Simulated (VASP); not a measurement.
# BP (F-43m) in VASP: G0W0 quasiparticle levels with PBE

Aim: the G0W0 quasiparticle levels of BP with PBE.

All numbers are computed with VASP 6.6.1; they aren't measurements. Logs are shortened: lines on timing, memory, paths and dates and some standing lists are left out, and cuts for length are marked.

## Step 1: The cell of the first run

The structure is cubic, space group F-43m (No. 216). The conventional cell has a = 4.537 Å, b = 4.537 Å, c = 4.537 Å, α = 90.00°, β = 90.00°, γ = 90.00°. Within 2.6 Å of B (site symmetry -43m) lie 4 P at 1.96 Å. P (site symmetry -43m) has 4 B at 1.96 Å within 2.6 Å.

## Step 2: G0W0 quasiparticle levels, PBE

Input file POSCAR:

```
BP
1.0
    0.0000000000      2.2683156689      2.2683156689
    2.2683156689      0.0000000000      2.2683156689
    2.2683156689      2.2683156689      0.0000000000
B P
1 1
Direct
    0.0000000000      0.0000000000      0.0000000000
    0.2500000000      0.2500000000      0.2500000000
```

Input file INCAR.step1:

```
SYSTEM = BP
  PREC = Accurate
  ENCUT = 500
  EDIFF = 1E-8
  ISMEAR = 0
  SIGMA = 0.01
  LREAL = .False.
  LASPH = .True.
  NELM = 100
  ALGO = Normal
  LWAVE = .True.
  LCHARG = .False.
  GGA = PE
```

Input file INCAR.step2:

```
SYSTEM = BP
  PREC = Accurate
  ENCUT = 500
  EDIFF = 1E-8
  ISMEAR = 0
  SIGMA = 0.01
  LREAL = .False.
  LASPH = .True.
  NELM = 1
  ALGO = Exact
  LWAVE = .True.
  LCHARG = .False.
  GGA = PE
  NBANDS = 101
  LOPTICS = .True.
  ISTART = 1
```

Input file INCAR.step3:

```
SYSTEM = BP
  PREC = Accurate
  ENCUT = 500
  EDIFF = 1E-8
  ISMEAR = 0
  SIGMA = 0.01
  LREAL = .False.
  LASPH = .True.
  ALGO = EVGW0
  LWAVE = .False.
  LCHARG = .False.
  GGA = PE
  NELMGW = 1
  NBANDS = 101
  ENCUTGW = 150.0
  NOMEGA = 96
  PRECFOCK = Fast
  ISTART = 1
  NBANDSGW = 12
  OMEGAMAX = 20
```

Input file KPOINTS:

```
Automatic mesh
0
Gamma
  6 6 6
  0 0 0
```

Potentials or basis: VASP PAW PBE potentials, release 64 (B_GW, P_GW).

Command:

```sh
cat potpaw_PBE.64/B_GW/POTCAR potpaw_PBE.64/P_GW/POTCAR > POTCAR
cp INCAR.step1 INCAR
mpirun -np 1 vasp_std > vasp.out
cp INCAR.step2 INCAR
mpirun -np 1 vasp_std > vasp.out
cp INCAR.step3 INCAR
mpirun -np 1 vasp_std > vasp.out
```

OUTCAR:

```text
SYSTEM = BP
   PREC = Accurate
   ENCUT = 500
   EDIFF = 1E-8
   ISMEAR = 0
   LREAL = .False.
   LASPH = .True.
   GGA = PE
   NELMGW = 1
   ENCUTGW = 150.0
   PRECFOCK = Fast
   ISTART = 1

 ion  position               nearest neighbor table
   1  0.000  0.000  0.000-   2 1.96   2 1.96   2 1.96   2 1.96
   2  0.250  0.250  0.250-   1 1.96   1 1.96   1 1.96   1 1.96

  LATTYP: Found a face centered cubic cell.
 ALAT       =     4.5366313378

  Lattice vectors:

 A1 = (   0.0000000000,   2.2683156689,   2.2683156689)
 A2 = (   2.2683156689,   0.0000000000,   2.2683156689)
 A3 = (   2.2683156689,   2.2683156689,   0.0000000000)

Analysis of symmetry for initial positions (statically):
=====================================================================
 Subroutine PRICEL returns:
 Original cell was already a primitive cell.

 Routine SETGRP: Setting up the symmetry group for a
 face centered cubic supercell.

 Subroutine GETGRP returns: Found 24 space group operations
 (whereof 24 operations were pure point group operations)
 out of a pool of 48 trial point group operations.

The static configuration has the point symmetry T_d .

Analysis of symmetry for dynamics (positions and initial velocities):
=====================================================================
 Subroutine PRICEL returns:
 Original cell was already a primitive cell.

 Routine SETGRP: Setting up the symmetry group for a
 face centered cubic supercell.

 Subroutine GETGRP returns: Found 24 space group operations
 (whereof 24 operations were pure point group operations)
 out of a pool of 48 trial point group operations.

The dynamic configuration has the point symmetry T_d .

 Subroutine INISYM returns: Found 24 space group operations
 (whereof 24 operations are pure point group operations),
 and found     1 'primitive' translations

----------------------------------------------------------------------------------------

                                     Primitive cell

  volume of cell :      23.3421

  direct lattice vectors                    reciprocal lattice vectors
     0.000000000  2.268315669  2.268315669    -0.220427874  0.220427874  0.220427874
     2.268315669  0.000000000  2.268315669     0.220427874 -0.220427874  0.220427874
     2.268315669  2.268315669  0.000000000     0.220427874  0.220427874 -0.220427874

  length of vectors
     3.207882783  3.207882783  3.207882783     0.381792277  0.381792277  0.381792277

  position of ions in fractional coordinates (direct lattice)
     0.000000000  0.000000000  0.000000000
     0.250000000  0.250000000  0.250000000

  ion indices of the primitive-cell ions
   primitive index   ion index
                 1           1
                 2           2

----------------------------------------------------------------------------------------

 KPOINTS: Automatic mesh

Automatic generation of k-mesh.
 Grid dimensions read from file:
 generate k-points for:    6    6    6

 Generating k-lattice:

  Cartesian coordinates                     Fractional coordinates (reciprocal lattice)
    -0.036737979  0.036737979  0.036737979     0.166666667  0.000000000  0.000000000
     0.036737979 -0.036737979  0.036737979     0.000000000  0.166666667  0.000000000
     0.036737979  0.036737979 -0.036737979     0.000000000  0.000000000  0.166666667

  Length of vectors
     0.063632046  0.063632046  0.063632046

  Shift w.r.t. Gamma in fractional coordinates (k-lattice)
     0.000000000  0.000000000  0.000000000

 Subroutine IBZKPT returns following result:
 ===========================================

 Found     16 irreducible k-points:

 Following reciprocal coordinates:
            Coordinates               Weight
  0.000000  0.000000  0.000000      1.000000
  0.166667  0.000000  0.000000      8.000000
  0.333333  0.000000  0.000000      8.000000
  0.500000  0.000000  0.000000      4.000000
  0.166667  0.166667  0.000000      6.000000
  0.333333  0.166667  0.000000     24.000000
[... 8 lines left out ...]
 -0.333333  0.333333  0.166667     24.000000
 -0.333333  0.500000  0.166667     12.000000
   k-points           NKPTS =     16   k-points in BZ     NKDIM =    216   number of bands    NBANDS=    101
   number of dos      NEDOS =    301   number of ions     NIONS =      2
   total plane-waves  NPLWV =  13824
   dimension x,y,z NGX =    24 NGY =   24 NGZ =   24
   dimension x,y,z NGXF=    48 NGYF=   48 NGZF=   48
   ions per type =               1   1
   NGX,Y,Z   is equivalent  to a cutoff of  12.44, 12.44, 12.44 a.u.
   NGXF,Y,Z  is equivalent  to a cutoff of  24.88, 24.88, 24.88 a.u.
 SYSTEM =  BP
   PREC   = accura    normal or accurate (medium, high low for compatibility)
   ISTART =      1    job   : 0-new  1-cont  2-samecut
   ICHARG =      0    charge: 1-file 2-atom 10-const
   ISPIN  =      1    spin polarized calculation?
   LNONCOLLINEAR =      F non collinear calculations
   LSORBIT =      F    spin-orbit coupling
   LASPH  =      T    aspherical Exc in radial PAW
   ENCUT  =  500.0 eV  36.75 Ry    6.06 a.u.   5.85  5.85  5.85*2*pi/ulx,y,z
   NELM   =     60;   NELMIN=  2; NELMDL=  0     # of ELM steps
   EDIFF  = 0.1E-07   stopping-criterion for ELM
   LREAL  =      F    real-space projection
   EDIFFG = 0.1E-06   stopping-criterion for IOM
   NSW    =      0    number of steps for IOM
   IBRION =     -1    ionic relax: 0-MD 1-quasi-New 2-CG
   NFREE  =      0    steps in history (QN), initial steepest desc. (CG)
   ISIF   =      0    stress and relaxation
   ISYM   =      3    0-nonsym 1-usesym 2-fastsym
   POTIM  = 0.5000    time-step for ionic-motion
   TEBEG  =    0.0;   TEEND  =   0.0 temperature during run
   PSTRESS=    0.0 pullay stress
   NELECT =       8.0000    total number of electrons
   NUPDOWN=      -1.0000    fix difference up-down
   EMIN   =  10.00;   EMAX   =-10.00  energy-range for DOS
   EFERMI =   0.00;   METHOD = LEGACY
   ISMEAR =     0;   SIGMA  =   0.01  broadening in eV -4-tet -1-fermi 0-gaus
   EFERMI_NEDOS =   21; number of points for ismear=-14 and -15
   IALGO  =     38    algorithm
   IMIX   =      4    mixing-type and parameters
     AMIX     =   0.40;   BMIX     =  1.00
     AMIX_MAG =   1.60;   BMIX_MAG =  1.00
  volume/ion in A,a.u.               =      11.67        78.76
  Fermi-wavevector in a.u.,A,eV,Ry     =   1.145666  2.164995 17.858333  1.312550
  Thomas-Fermi vector in A             =   2.282353
   LORBIT       =      0    0 simple, 1 ext, 2 COOP (PROOUT), +10 PAW based schemes
   GGA     = PE    functional components
   LHFCALC =     T    Hartree Fock is set to
   PRECFOCK=fast      Normal, Fast or Accurate (Low or Medium for compatibility)
   ENCUT4O =  -1.0   cutoff for four orbital integrals eV
   NKREDX  =     1    reduce k-point grid by
   NKREDY  =     1    reduce k-point grid by
   NKREDZ  =     1    reduce k-point grid by
   AEXX    =    1.0000 exact exchange contribution
   HFSCREEN=    0.0000 screening length (either q_TF or 0.3 A-1)
   HFSCREENC=   0.0000 screening length for correlation (either q_TF or 0.3 A-1)
   ENCUTFOCK=  -1.0 apply spherical cutoff to Coloumb kernel
   IVDW    =     0    specifies the selected vdW correction
   LEPSILON=     F    determine dielectric tensor
   LRPA    =     F    only Hartree local field effects (RPA)
   LRPAFORCE           =     F    calculate RPA forces
   ENCUTGW             = 150.0    cutoff for response function in eV
   ENCUTGWSOFT         = 120.0    soft cutoff for Coulomb kernel in GW response function in eV
   ENCUTLF             =  -1.0    cutoff for local field effects
   NELMGW              =     1    number of iterations in solving QP/BSE equation
   NELMHF              =     1    number of iterations in the inner HF iteration
   NKREDLFX            =     1    NKREDLFY  =   1   NKREDLFZ  =   1
 non-spin polarized calculation
 Gauss-broadening in eV      SIGMA  =   0.01
  energy-cutoff  :      500.00
  volume of cell :       23.34
 maximum number of plane-waves:       609
  NGX = 14; NGY = 14; NGZ = 14
   NGX = 11   NGY = 11   NGZ = 11
 maximum number of plane-waves:       113

 QP shifts <psi_nk| G(iteration)W_0 |psi_nk>: iteration 1
 for sc-GW calculations column KS-energies equals QP-energies in previous step
 and V_xc(KS)=  KS-energies - (<T + V_ion + V_H > + <T+V_H+V_ion>^1  + <V_x>^1)

 k-point   1 :       0.0000    0.0000    0.0000
  band No.  KS-energies  QP-energies   sigma(KS)   V_xc(KS)     V^pw_x(r,r')   Z            occupation Imag(sigma)

      1      -8.3229      -9.0417     -13.1170     -12.0613     -20.4864       0.6808       2.0000       1.2998
      2       7.1472       6.6350     -13.9567     -13.3071     -14.9343       0.7884       2.0000       0.0195
      3       7.1472       6.6350     -13.9567     -13.3071     -14.9343       0.7884       2.0000       0.0195
      4       7.1472       6.6350     -13.9567     -13.3071     -14.9343       0.7884       2.0000       0.0195
      5      10.5517      10.9302     -11.5982     -12.0801      -7.1377       0.7855       0.0000      -0.0552
      6      10.5517      10.9302     -11.5982     -12.0801      -7.1377       0.7855       0.0000      -0.0552
      7      10.5517      10.9302     -11.5982     -12.0801      -7.1377       0.7855       0.0000      -0.0552
      8      14.5364      14.9019     -12.2765     -12.7624      -6.2229       0.7521       0.0000      -0.1248
      9      18.6770      18.5924      -9.5711      -9.4630      -3.3702       0.7834       0.0000      -0.3065
     10      19.1687      19.6336     -11.1600     -11.7612      -4.9766       0.7734       0.0000      -0.2677
     11      19.1687      19.6336     -11.1600     -11.7612      -4.9766       0.7734       0.0000      -0.2677
     12      22.8365      22.9348      -9.8230      -9.9499      -2.8214       0.7749       0.0000      -0.7256

 k-point   2 :       0.1667    0.0000    0.0000
  band No.  KS-energies  QP-energies   sigma(KS)   V_xc(KS)     V^pw_x(r,r')   Z            occupation Imag(sigma)
[... 225 lines left out ...]
      1      -3.2635      -3.8938     -13.6889     -12.8151     -19.0786       0.7214       2.0000       0.5548
      2      -1.0811      -1.8524     -13.6491     -12.5673     -18.3022       0.7130       2.0000       0.3017
      3       1.8435       1.1271     -12.8888     -11.9309     -15.6503       0.7479       2.0000       0.0770
      4       1.9665       1.2628     -12.8836     -11.9434     -15.6108       0.7484       2.0000       0.0750
      5      10.9763      11.2301     -10.9970     -11.3203      -6.2232       0.7853       0.0000      -0.0638
      6      11.5942      11.8647     -10.9372     -11.2808      -6.0852       0.7873       0.0000      -0.0662
      7      16.2565      16.6613     -11.6926     -12.2363      -5.1915       0.7447       0.0000      -0.2156
      8      16.9204      17.3447     -11.6239     -12.1873      -5.1344       0.7530       0.0000      -0.2383
      9      20.0179      20.4760     -11.8381     -12.4554      -4.5451       0.7421       0.0000      -0.4581
     10      23.2183      23.6746     -11.5654     -12.1751      -3.9252       0.7484       0.0000      -0.6730
     11      23.6052      24.0388     -12.1912     -12.7697      -4.5522       0.7495       0.0000      -0.7247
     12      27.6010      27.8492     -11.5491     -11.8853      -3.7515       0.7383       0.0000      -1.0054
```

It took 4.1 min on 1 thread of AMD EPYC 9R45 (Zen 5), shared host; peak memory 0.43 GiB.

Results:

```yaml
Quasiparticle_gap: 1.98 eV
Least_direct_quasiparticle_gap: 4.30 eV
Band_gap_of_the_starting_levels_on_the_mesh: 1.33 eV
Least_direct_gap_of_the_starting_levels_on_the_mesh: 3.40 eV
```

Caveat: the k points lie up to 0.40 Å⁻¹ apart; bands, screening cutoff and mesh are small and nothing is extrapolated, so the quasiparticle values aren't converged.
